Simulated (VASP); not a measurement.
Crystal: BeZn2Se3.

```
Be Zn Se
1.0
     5.95670    0.00000    0.00000
    -2.97835    5.15865    0.00000
     0.00000    0.00000    3.45262
Be Zn Se
1 2 3
Direct
  0.00000 0.00000 0.00000
  0.33333 0.66667 0.00000
  0.66667 0.33333 0.00000
  0.50000 0.00000 0.50000
  0.50000 0.50000 0.50000
  0.00000 0.50000 0.50000
```

The cell was built from a structure type or drawn by symmetry, and may not be a known phase.

| Property | Result |
| --- | --- |
| Program | VASP 6.6.1 |
| Task | relaxation of cell and atoms |
| Functional | PBE |
| Potentials or basis | VASP PAW PBE potentials, release 64 (Be, Zn, Se) |
| Cutoff | 600 eV |
| k mesh | 3 × 3 × 6 |
| Occupations | gaussian, width 0.1 eV |
| Spin | no spin polarisation |

At the start: pressure 21.4 GPa; volume 17.68 Å³/atom.

How do energy, volume and symmetry change on relaxing?

Over 8 steps the energy falls by 260.4 meV/atom and the volume is 22.68 Å³/atom (+28.3 %); space group P6/mmm (No. 191, to 0.1 Å) before and after.

The path:
| step | energy change (eV) | largest force (eV/Å) | pressure (GPa) | volume (Å³) |
| --- | --- | --- | --- | --- |
| 1 | 0.0000 | 0.0000 | 21.40 | 106.09 |
| 2 | -1.4082 | 0.0000 | -3.40 | 146.60 |
| 3 | -1.5528 | 0.0000 | 0.33 | 134.04 |
| 4 | -1.5534 | 0.0000 | 0.13 | 134.70 |
| 5 | -1.5531 | 0.0000 | -0.10 | 135.32 |
| 6 | -1.5602 | 0.0000 | -0.18 | 135.72 |
| 7 | -1.5625 | 0.0000 | -0.20 | 136.03 |
| 8 | -1.5626 | 0.0000 | -0.15 | 136.10 |

Final structure:
```yaml
crystal:
  lattice:
    - [6.46125, 0.00000, 0.00000]
    - [-3.23062, 5.59561, 0.00000]
    - [0.00000, 0.00000, 3.76440]
  atoms:
    - { symbol: Be, position: [0.00000, 0.00000, 0.00000] }
    - { symbol: Zn, position: [0.33333, 0.66667, 0.00000] }
    - { symbol: Zn, position: [0.66667, 0.33333, 0.00000] }
    - { symbol: Se, position: [0.50000, 0.00000, 0.50000] }
    - { symbol: Se, position: [0.50000, 0.50000, 0.50000] }
    - { symbol: Se, position: [0.00000, 0.50000, 0.50000] }
```

Caveat: the k points lie up to 0.37 Å⁻¹ apart in the final cell, too coarse for converged energies and pressures of a metal; the volume moved by over 15 % at a fixed basis, so the end points are rough.
